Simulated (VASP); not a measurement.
Wanted: the native input for a VASP 6.6.1 run.

```
Task                   : single point
Functional             : PBE
Potentials or basis    : VASP PAW PBE potentials, release 64 (Hf_pv, Ti_sv, Si)
Cutoff                 : 520 eV
k mesh                 : 6 × 6 × 4
Occupations            : gaussian, width 0.1 eV
Spin                   : no spin polarisation
Dipole correction      : no
Further INCAR settings : ALGO = Fast; EDIFF = 1e-06; NBANDS = 29
```

The structure of HfTi2Si2 lies in POSCAR:

```
HfTi2Si2
1.0
    3.9160869680      0.0000000000      0.0000000000
   -1.9580434840      3.3914307977      0.0000000000
    0.0000000000      0.0000000000      6.9037609179
Hf Ti Si
1 2 2
Direct
    0.0000000000      0.0000000000      0.0000000000
    0.6666666667      0.3333333333      0.3699618459
    0.3333333333      0.6666666667      0.6300381541
    0.3333333333      0.6666666667      0.2179200997
    0.6666666667      0.3333333333      0.7820799003
```

The cell was generated, and may not be a known phase.

One way to write it, as run:

INCAR

```
SYSTEM = HfTi2Si2
PREC = Accurate
ENCUT = 520
EDIFF = 1E-6
ISMEAR = 0
SIGMA = 0.1
LREAL = .False.
LASPH = .True.
NELM = 100
ALGO = Fast
ISIF = 2
LWAVE = .False.
LCHARG = .False.
GGA = PE
NBANDS = 29
```

KPOINTS

```
Automatic mesh
0
Gamma
  6 6 4
  0 0 0
```

Potentials or basis: VASP PAW PBE potentials, release 64 (Hf_pv, Ti_sv, Si).

Run with:

```bash
$ cat potpaw_PBE.64/Hf_pv/POTCAR potpaw_PBE.64/Ti_sv/POTCAR potpaw_PBE.64/Si/POTCAR > POTCAR
$ mpirun -np 1 vasp_std > vasp.out
```

Results of the run:

```
Pressure               : -0.4 GPa
Largest force          : 0.035 eV/Å
Band gap on the k mesh : zero (bands 21 and 22 overlap by 0.81 eV)
```

Caveat: spin-orbit coupling is left out, which moves the levels of the heavy elements.

Run time: 2.4 min on 1 thread of Intel(R) Xeon(R) Platinum 8488C (Sapphire Rapids) (shared host), peak memory 0.25 GiB.
